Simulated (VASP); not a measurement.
Input of a VASP 6.6.1 run:

File INCAR:

```
PREC     = Accurate       # precision mode
ENCUT    = 520            # plane-wave cutoff, eV
EDIFF    = 1E-7           # SCF threshold, eV
ISMEAR   = -1             # smearing method
SIGMA    = 0.05           # smearing width, eV
LREAL    = F              # projectors in reciprocal space
LASPH    = T              # aspherical terms in the spheres
NELM     = 100            # most SCF steps
ALGO     = Normal         # electronic algorithm
ISIF     = 2              # what is computed and relaxed
LWAVE    = F              # write WAVECAR
LCHARG   = F              # write CHGCAR
GGA      = PE             # functional
IVDW     = 12             # dispersion correction
NBANDS   = 28             # bands
```

The input KPOINTS:

```
regular mesh
0
Gamma
  7 7 6
```

The input POSCAR:

```
SnO
1.0
    3.8136952200      0.0000000000      0.0000000000
    0.0000000000      3.8136952200      0.0000000000
    0.0000000000      0.0000000000      4.8869133000
Sn O
2 2
Direct
    0.5000000000      0.0000000000      0.7646261400
    0.0000000000      0.5000000000      0.2353738600
    0.0000000000      0.0000000000      0.0000000000
    0.5000000000      0.5000000000      0.0000000000
```

Potentials or basis: VASP PAW PBE potentials, release 64 (Sn_d, O).

The run is started by

```console
$ cat potpaw_PBE.64/Sn_d/POTCAR potpaw_PBE.64/O/POTCAR > POTCAR
$ mpirun -np 1 vasp_std > vasp.out
```

Q: Estimate the dispersion energy per atom.

A: -0.231 eV.

Q: Estimate the largest force.

A: 0.472 eV/Å.

Q: Predict the band gap on the k mesh.

A: 0.38 eV, indirect (least direct gap 2.05 eV).

Stress tensor (GPa, compression positive):
```
2.06 0.00 0.00
0.00 2.06 0.00
0.00 0.00 1.16
```

Caveat: spin-orbit coupling is left out, which moves the levels of the heavy elements. A k mesh can miss the band edges.
